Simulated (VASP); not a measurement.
Here is a VASP 6.6.1 calculation.

File INCAR:

```
SYSTEM = Si3Mo
ALGO = Normal ; EDIFF = 1E-7
ENCUT = 520 ; GGA = PE
ISIF = 2 ; ISMEAR = 0
ISPIN = 2 ; LASPH = .True.
LCHARG = .False. ; LMAXMIX = 4
LORBIT = 11 ; LREAL = .False.
LWAVE = .False. ; MAGMOM = 0 0 0 0.59
NBANDS = 25 ; NELM = 150
PREC = Accurate ; SIGMA = 0.1
```

The input KPOINTS:

```
k-points
0
Gamma
  12 12 12
  0 0 0
```

POSCAR

```
Si3Mo
1.0
   -2.5591828724      2.5591828724      2.5591828724
    2.5591828724     -2.5591828724      2.5591828724
    2.5591828724      2.5591828724     -2.5591828724
Si Mo
3 1
Direct
    0.0000000000      0.5000000000      0.5000000000
    0.5000000000      0.0000000000      0.5000000000
    0.5000000000      0.5000000000      0.0000000000
    0.0000000000      0.0000000000      0.0000000000
```

Potentials or basis: VASP PAW PBE potentials, release 64 (Si, Mo_sv).

Run with:

```sh
$ cat potpaw_PBE.64/Si/POTCAR potpaw_PBE.64/Mo_sv/POTCAR > POTCAR
$ mpirun -np 1 vasp_std > vasp.out
```

Predict the net moment.

0.69 μB per cell.

Predict the pressure.

0.0 GPa.

What does it give for the site moments?

Si -0.01; Mo +0.66 μB.
